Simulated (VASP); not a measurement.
Wanted: the native input for a VASP 6.6.1 run.

```yaml
Task: single point
Functional: LDA
Potentials_or_basis: VASP PAW LDA potentials, release 64 (Ba_sv, Ti_sv, O)
Cutoff: 600 eV
k_mesh: 8 × 8 × 8
Occupations: gaussian, width 0.02 eV
Spin: no spin polarisation
Dipole_correction: no
Further_INCAR_settings: ALGO = Normal; EDIFF = 1e-06; NBANDS = 28
```

The structure of BaTiO3 (l) lies in POSCAR:

```
BaTiO3
1.0
    3.9346225182      0.0000000000      0.0000000000
    0.0000000000      3.9346225182      0.0000000000
    0.0000000000      0.0000000000      3.9346225182
Ba Ti O
1 1 3
Direct
    0.0000000000      0.0000000000      0.0000000000
    0.5000000000      0.5000000000      0.5000000000
    0.5000000000      0.5000000000      0.0000000000
    0.5000000000      0.0000000000      0.5000000000
    0.0000000000      0.5000000000      0.5000000000
```

One way to write it, as run:

INCAR

```
SYSTEM = BaTiO3
ALGO = Normal ; EDIFF = 1E-6
ENCUT = 600 ; GGA_COMPAT = .False.
ISIF = 2 ; ISMEAR = 0
LASPH = .True. ; LCHARG = .True.
LELF = .True. ; LREAL = .False.
LVHAR = .True. ; LWAVE = .False.
NBANDS = 28 ; NELM = 120
PREC = Accurate ; SIGMA = 0.02
```

KPOINTS

```
k-points
0
Gamma
  8 8 8
  0 0 0
```

Potentials or basis: VASP PAW LDA potentials, release 64 (Ba_sv, Ti_sv, O).

Launch:

```sh
$ cat potpaw_LDA.64/Ba_sv/POTCAR potpaw_LDA.64/Ti_sv/POTCAR potpaw_LDA.64/O/POTCAR > POTCAR
$ mpirun -np 1 vasp_std > vasp.out
```

Results of the run:

| Quantity | Value |
| --- | --- |
| Pressure | 2.3 GPa |
| Band gap on the k mesh | 1.75 eV, indirect (least direct gap 1.84 eV) |

Caveat: spin-orbit coupling is left out, which moves the levels of the heavy elements.

Wall time 50 s on 1 thread of Intel Xeon 6975P-C (shared host), peak memory 0.2 GiB.
